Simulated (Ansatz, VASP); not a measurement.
## Two plane-wave programs on Ge

```
Ge
1.0
    -1.71180    1.71180    1.71180
     1.71180   -1.71180    1.71180
     1.71180    1.71180   -1.71180
Ge
1
Direct
  0.00000 0.00000 0.00000
```

Alike in both runs: task single point; functional LDA; k mesh 15 × 15 × 15; occupations fermi-dirac, width 0.1 eV; no spin polarisation.

|  | VASP | Ansatz |
| --- | --- | --- |
| version | VASP 6.6.1 | Ansatz 0.2.0 |
| potentials or method | VASP PAW LDA potentials, release 64 (Ge_d), cutoff 520 eV | plane waves (420 eV) with PAW, scalar-relativistic |
| valence electrons in the cell | 14 | 14 |

|  | VASP | Ansatz | Ansatz less VASP |
| --- | --- | --- | --- |
| pressure (GPa) | -6.9 | -7.1 | -0.19 |

Ansatz warns that its potentials were made for another functional, while VASP's fit it. LDA's correlation is that of Perdew and Zunger in VASP and of Perdew and Wang (1992) in Ansatz.
